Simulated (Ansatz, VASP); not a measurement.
SiC in VASP and in Ansatz

```
Si C
1.0
     0.00000    2.17900    2.17900
     2.17900    0.00000    2.17900
     2.17900    2.17900    0.00000
Si C
1 1
Direct
  0.00000 0.00000 0.00000
  0.75000 0.75000 0.75000
```

Alike in both runs: task relaxation of cell and atoms; functional PBE; k mesh 10 × 10 × 10; occupations fermi-dirac, width 0.05 eV; no spin polarisation.

|  | VASP | Ansatz |
| --- | --- | --- |
| version | VASP 6.6.1 | Ansatz 0.2.0 |
| potentials or method | VASP PAW PBE potentials, release 64 (Si, C), cutoff 600 eV | all-electron LAPW, scalar-relativistic |

VASP gave:

```
relaxed volume (Å³/atom)                                     : 10.49
relaxed cell length with the largest relative difference (Å) : 3.096
```

Task: Which values does Ansatz return?

Result: Relaxed volume (Å³/atom): 10.50; relaxed cell length with the largest relative difference (Å): 3.097.

Ansatz ran all-electron here, and VASP with PAW potentials.
